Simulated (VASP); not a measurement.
# Fe (Pm-3m) in VASP: notebook, part 2 of 2

VASP 6.6.1.

### Step 3. Single point, RPBE (volume scaled by 1.04)

INCAR

```
  ALGO = Normal
  EDIFF = 1E-6
  ENCUT = 520
  GGA = RP
  ISIF = 2
  ISMEAR = -1
  LASPH = True
  LCHARG = False
  LREAL = False
  LWAVE = False
  NBANDS = 10
  NELM = 80
  PREC = Accurate
  SIGMA = 0.1
```

KPOINTS

```
k-points
0
Gamma
  15 15 15
```

POSCAR

```
Fe
1.0
    2.3181035039      0.0000000000      0.0000000000
    0.0000000000      2.3181035039      0.0000000000
    0.0000000000      0.0000000000      2.3181035039
Fe
1
Direct
    0.0000000000      0.0000000000      0.0000000000
```

Potentials or basis: VASP PAW PBE potentials, release 64 (Fe).

Started as:

```sh
cat potpaw_PBE.64/Fe/POTCAR > POTCAR
mpirun -np 1 vasp_std > vasp.out
```

OUTCAR:

```text
EDIFF = 1E-6
   ENCUT = 520
   GGA = RP
   ISIF = 2
   ISMEAR = -1
   LASPH = True
   LREAL = False
   NELM = 80
   PREC = Accurate

 ion  position               nearest neighbor table
   1  0.000  0.000  0.000-

  LATTYP: Found a simple cubic cell.
 ALAT       =     2.3181035039

  Lattice vectors:

 A1 = (   2.3181035039,   0.0000000000,   0.0000000000)
 A2 = (   0.0000000000,   2.3181035039,   0.0000000000)
 A3 = (   0.0000000000,   0.0000000000,   2.3181035039)

Analysis of symmetry for initial positions (statically):
=====================================================================
 Subroutine PRICEL returns:
 Original cell was already a primitive cell.

 Routine SETGRP: Setting up the symmetry group for a
 simple cubic supercell.

 Subroutine GETGRP returns: Found 48 space group operations
 (whereof 48 operations were pure point group operations)
 out of a pool of 48 trial point group operations.

The static configuration has the point symmetry O_h .

Analysis of symmetry for dynamics (positions and initial velocities):
=====================================================================
 Subroutine PRICEL returns:
 Original cell was already a primitive cell.

 Routine SETGRP: Setting up the symmetry group for a
 simple cubic supercell.

 Subroutine GETGRP returns: Found 48 space group operations
 (whereof 48 operations were pure point group operations)
 out of a pool of 48 trial point group operations.

The dynamic configuration has the point symmetry O_h .

 Subroutine INISYM returns: Found 48 space group operations
 (whereof 48 operations are pure point group operations),
 and found     1 'primitive' translations

----------------------------------------------------------------------------------------

                                     Primitive cell

  volume of cell :      12.4566

  direct lattice vectors                    reciprocal lattice vectors
     2.318103504  0.000000000  0.000000000     0.431387122  0.000000000  0.000000000
     0.000000000  2.318103504  0.000000000     0.000000000  0.431387122  0.000000000
     0.000000000  0.000000000  2.318103504     0.000000000  0.000000000  0.431387122

  length of vectors
     2.318103504  2.318103504  2.318103504     0.431387122  0.431387122  0.431387122

  position of ions in fractional coordinates (direct lattice)
     0.000000000  0.000000000  0.000000000

  ion indices of the primitive-cell ions
   primitive index   ion index
                 1           1

----------------------------------------------------------------------------------------

 KPOINTS: k-points

Automatic generation of k-mesh.
 Grid dimensions read from file:
 generate k-points for:   15   15   15

 Generating k-lattice:

  Cartesian coordinates                     Fractional coordinates (reciprocal lattice)
     0.028759141  0.000000000  0.000000000     0.066666667  0.000000000  0.000000000
     0.000000000  0.028759141  0.000000000     0.000000000  0.066666667  0.000000000
     0.000000000  0.000000000  0.028759141     0.000000000  0.000000000  0.066666667

  Length of vectors
     0.028759141  0.028759141  0.028759141

  Shift w.r.t. Gamma in fractional coordinates (k-lattice)
     0.000000000  0.000000000  0.000000000

 Subroutine IBZKPT returns following result:
 ===========================================

 Found    120 irreducible k-points:

 Following reciprocal coordinates:
            Coordinates               Weight
  0.000000  0.000000  0.000000      1.000000
  0.066667  0.000000  0.000000      6.000000
  0.133333  0.000000  0.000000      6.000000
  0.200000  0.000000  0.000000      6.000000
  0.266667  0.000000  0.000000      6.000000
  0.333333  0.000000  0.000000      6.000000
[... 16 lines left out ...]
  0.266667  0.200000  0.000000     24.000000
  0.333333  0.200000  0.000000     24.000000
 [... further k-points ...]
   k-points           NKPTS =    120   k-points in BZ     NKDIM =    120   number of bands    NBANDS=     10
   number of dos      NEDOS =    301   number of ions     NIONS =      1
   total plane-waves  NPLWV =   5832
   dimension x,y,z NGX =    18 NGY =   18 NGZ =   18
   dimension x,y,z NGXF=    36 NGYF=   36 NGZF=   36
   ions per type =               1
   NGX,Y,Z   is equivalent  to a cutoff of  12.91, 12.91, 12.91 a.u.
   NGXF,Y,Z  is equivalent  to a cutoff of  25.82, 25.82, 25.82 a.u.
 SYSTEM =  unknown system
   PREC   = accura    normal or accurate (medium, high low for compatibility)
   ISTART =      0    job   : 0-new  1-cont  2-samecut
   ICHARG =      2    charge: 1-file 2-atom 10-const
   ISPIN  =      1    spin polarized calculation?
   LNONCOLLINEAR =      F non collinear calculations
   LSORBIT =      F    spin-orbit coupling
   LASPH  =      T    aspherical Exc in radial PAW
   ENCUT  =  520.0 eV  38.22 Ry    6.18 a.u.   4.31  4.31  4.31*2*pi/ulx,y,z
   NELM   =     80;   NELMIN=  2; NELMDL= -5     # of ELM steps
   EDIFF  = 0.1E-05   stopping-criterion for ELM
   LREAL  =      F    real-space projection
   EDIFFG = 0.1E-04   stopping-criterion for IOM
   NSW    =      0    number of steps for IOM
   IBRION =     -1    ionic relax: 0-MD 1-quasi-New 2-CG
   NFREE  =      0    steps in history (QN), initial steepest desc. (CG)
   ISIF   =      2    stress and relaxation
   ISYM   =      2    0-nonsym 1-usesym 2-fastsym
   POTIM  = 0.5000    time-step for ionic-motion
   TEBEG  =    0.0;   TEEND  =   0.0 temperature during run
   PSTRESS=    0.0 pullay stress
   NELECT =       8.0000    total number of electrons
   NUPDOWN=      -1.0000    fix difference up-down
   EMIN   =  10.00;   EMAX   =-10.00  energy-range for DOS
   EFERMI =   0.00;   METHOD = LEGACY
   ISMEAR =    -1;   SIGMA  =   0.10  broadening in eV -4-tet -1-fermi 0-gaus
   EFERMI_NEDOS =   21; number of points for ismear=-14 and -15
   IALGO  =     38    algorithm
   IMIX   =      4    mixing-type and parameters
     AMIX     =   0.40;   BMIX     =  1.00
     AMIX_MAG =   1.60;   BMIX_MAG =  1.00
  volume/ion in A,a.u.               =      12.46        84.06
  Fermi-wavevector in a.u.,A,eV,Ry     =   1.412446  2.669137 27.143692  1.995005
  Thomas-Fermi vector in A             =   2.534194
   LORBIT       =      0    0 simple, 1 ext, 2 COOP (PROOUT), +10 PAW based schemes
   GGA     = RP    functional components
   LHFCALC =     F    Hartree Fock is set to
   AEXX    =    0.0000 exact exchange contribution
   IVDW    =     0    specifies the selected vdW correction
   LEPSILON=     F    determine dielectric tensor
   LRPA    =     F    only Hartree local field effects (RPA)
 non-spin polarized calculation
  energy-cutoff  :      520.00
  volume of cell :       12.46
 maximum number of plane-waves:       343
 NGX is ok and might be reduce to    18
   NGX =  9   NGY =  9   NGZ =  9

 number of electron       7.9999994 magnetization

 Free energy of the ion-electron system (eV)
  ---------------------------------------------------
  ext. energy  EPLUGINS =         0.00000000
  ---------------------------------------------------
  free energy    TOTEN  =        -6.63180633 eV

  energy without entropy =       -6.54642577  energy(sigma->0) =       -6.58911605

 E-fermi :   5.2570     XC(G=0): -12.4484

 val. band max:        5.2498054218   @ k =   0.4000   0.2667   0.2000
 cond. band min:       5.2620026880   @ k =   0.2667   0.0667   0.0000
 fundamental gap:      0.0121972662
 Fermi energy:         5.2569810173

 k-point     1 :       0.0000    0.0000    0.0000
  band No.  band energies     occupation
      1      -2.6449      2.00000
      2       1.8056      2.00000
      3       1.8056      2.00000
      4       6.1385      0.00030
      5       6.1385      0.00030
      6       6.1385      0.00030
      7      25.1551      0.00000
      8      25.1551      0.00000
      9      25.1551      0.00000
     10      29.0064      0.00000

 k-point     2 :       0.0667    0.0000    0.0000
  band No.  band energies     occupation
      1      -2.5081      2.00000
      2       1.8296      2.00000
      3       1.8829      2.00000
      4       6.0698      0.00059
      5       6.0698      0.00059
      6       6.1439      0.00028
      7      23.5188      0.00000
      8      25.3481      0.00000
      9      25.3481      0.00000
     10      28.9965      0.00000
[... 274 lines left out ...]
 k-point    24 :       0.3333    0.2000    0.0000
  band No.  band energies     occupation
      1       0.9845      2.00000
      2       2.5734      2.00000
      3       3.5320      2.00000
      4       5.1269      1.57196
      5       5.3296      0.65187
      6       5.7626      0.01266
      7      14.2444      0.00000
      8      21.4601      0.00000
      9      29.8166      0.00000
     10      30.8598      0.00000

 [... further k-points ...]
[... 5 lines left out ...]
  --------------------------------------------------------------------------------------
  -------------------------------------------------------------------------------------
  Total       -0.5785140     -0.5785140     -0.5785140     -0.0000000     -0.0000000      0.0000000
  in kB      -74.4090884    -74.4090884    -74.4090884     -0.0000000     -0.0000000      0.0000000
  external PRESSURE =     -74.4090884 kB  Pullay stress =       0.0000000 kB

 VOLUME and BASIS-vectors are now :
 -----------------------------------------------------------------------------
  energy-cutoff  :      520.00
  volume of cell :       12.46
      direct lattice vectors                 reciprocal lattice vectors
     2.318103504  0.000000000  0.000000000     0.431387122  0.000000000  0.000000000
     0.000000000  2.318103504  0.000000000     0.000000000  0.431387122  0.000000000
     0.000000000  0.000000000  2.318103504     0.000000000  0.000000000  0.431387122

 POSITION                                       TOTAL-FORCE (eV/Angst)
 -----------------------------------------------------------------------------------
      0.00000      0.00000      0.00000         0.000000      0.000000      0.000000
 -----------------------------------------------------------------------------------
    total drift:                               -0.000000      0.000000      0.000000

  FREE ENERGIE OF THE ION-ELECTRON SYSTEM (eV)
  ---------------------------------------------------
  free  energy   TOTEN  =        -6.6318063258 eV

  energy  without entropy=       -6.5464257679  energy(sigma->0) =       -6.58911605
```

OSZICAR:

```text
N       E                     dE             d eps       ncg     rms          rms(c)
DAV:   1     0.199384426723E+02    0.19938E+02   -0.43369E+03  2500   0.100E+03
DAV:   2    -0.711122121397E+01   -0.27050E+02   -0.26007E+02  2422   0.132E+02
DAV:   3    -0.764106128262E+01   -0.52984E+00   -0.52540E+00  2746   0.236E+01
DAV:   4    -0.764361811220E+01   -0.25568E-02   -0.25564E-02  2702   0.154E+00
DAV:   5    -0.764363980543E+01   -0.21693E-04   -0.21693E-04  2702   0.134E-01    0.898E+00
DAV:   6    -0.677517390487E+01    0.86847E+00   -0.10813E+01  2628   0.474E+01    0.270E+00
DAV:   7    -0.664140019761E+01    0.13377E+00   -0.98394E-01  2652   0.141E+01    0.779E-01
DAV:   8    -0.663342542765E+01    0.79748E-02   -0.85017E-03  3462   0.811E-01    0.314E-01
DAV:   9    -0.663183126795E+01    0.15942E-02   -0.23726E-03  3264   0.298E-01    0.553E-02
DAV:  10    -0.663181399723E+01    0.17271E-04   -0.28880E-05  2948   0.593E-02    0.168E-02
DAV:  11    -0.663180637912E+01    0.76181E-05   -0.98751E-07  1724   0.101E-02    0.130E-03
DAV:  12    -0.663180632582E+01    0.53302E-07   -0.38527E-08  1290   0.183E-03
   1 F= -.66318063E+01 E0= -.65891160E+01  d E =-.853806E-01
```

stdout:

```text
POSCAR found type information on POSCAR Fe
 POSCAR found :  1 types and       1 ions
 scaLAPACK will be used
 -----------------------------------------------------------------------------
|                                                                             |
|                                                                             |
|     You enforced a specific xc type in the INCAR file but a different       |
|     I HOPE YOU KNOW WHAT YOU ARE DOING!                                     |
|                                                                             |
 -----------------------------------------------------------------------------

 LDA part: xc-table for (Slater+PW92), standard interpolation
 POSCAR, INCAR and KPOINTS ok, starting setup
 FFT: planning ... GRIDC
 FFT: planning ... GRID_SOFT
 FFT: planning ... GRID
 WAVECAR not read
 entering main loop
```

Wall time 7 s (1 thread of Intel Xeon Platinum 8488C (Sapphire Rapids), shared host); peak memory 0.12 GiB.

What came out:

| Property | Result |
| --- | --- |
| Free energy | -6.6318 eV |
| Pressure | -7.4 GPa |
| Band gap on the k mesh | zero (band 4 reaches 7.10 eV, above the bottom of band 5 at 4.66 eV) |

Levels at points of the mesh, in eV from the Fermi level:
```csv
k point,band 2,band 3,band 4,band 5,band 6,band 7
"(0.00, 0.00, 0.00)",-3.45,-3.45,0.88,0.88,0.88,19.90
```

Caveat: the PAW data sets were made with another functional, which shifts forces and pressure a little; the run has no spin polarisation, though such a crystal can be magnetic.

### Step 4. Single point, RPBE (volume scaled by 1.08)

INCAR

```
PREC = Accurate ; ENCUT = 520
EDIFF = 1E-6 ; ISMEAR = -1
SIGMA = 0.1 ; LREAL = F
LASPH = T ; NELM = 60
ALGO = Normal ; ISIF = 2
LWAVE = F ; LCHARG = F
GGA = RP ; NBANDS = 10
```

KPOINTS

```
Automatic mesh
0
Gamma
  15 15 15
```

POSCAR

```
Fe
1.0
    2.3474497016      0.0000000000      0.0000000000
    0.0000000000      2.3474497016      0.0000000000
    0.0000000000      0.0000000000      2.3474497016
Fe
1
Direct
    0.0000000000      0.0000000000      0.0000000000
```

Started as:

```sh
cat potpaw_PBE.64/Fe/POTCAR > POTCAR
mpirun -np 1 vasp_std > vasp.out
```

Run time: 7.3 s. Hardware: 1 thread of Intel Xeon Platinum 8488C (Sapphire Rapids), shared host; peak memory 0.12 GiB.

Results (log left out):

```yaml
Free_energy: -6.6013 eV
Pressure: -12.7 GPa
Band_gap_on_the_k_mesh: zero (band 4 reaches 6.64 eV, above the bottom of band 5 at 4.33 eV)
```

Levels at points of the mesh, in eV from the Fermi level:
```csv
k point,band 1,band 2,band 3,band 4,band 5,band 6,band 7,band 8,band 9
"(0.00, 0.00, 0.00)",-7.69,-3.27,-3.27,0.83,0.83,0.83,19.43,19.43,19.43
```

Caveat: the PAW data sets were made with another functional, which shifts forces and pressure a little; the run has no spin polarisation, though such a crystal can be magnetic.

### Step 5. Summary

```tsv
cell	gap on the mesh (eV)	pressure (GPa)
a = 2.288 Å, 1 atom	none	-0.8
a = 2.318 Å, 1 atom	none	-7.4
a = 2.347 Å, 1 atom	none	-12.7
```

Alike in all rows: task single point; level RPBE; potentials or basis VASP PAW PBE potentials, release 64 (Fe); no spin polarisation; k mesh 15 × 15 × 15; cutoff (eV) 520; smearing fermi-dirac 0.1 eV.

Caveats: the PAW data sets were made with another functional, which shifts forces and pressure a little; the run has no spin polarisation, though such a crystal can be magnetic.

Absolute energies hang on the potentials; compare differences alone.
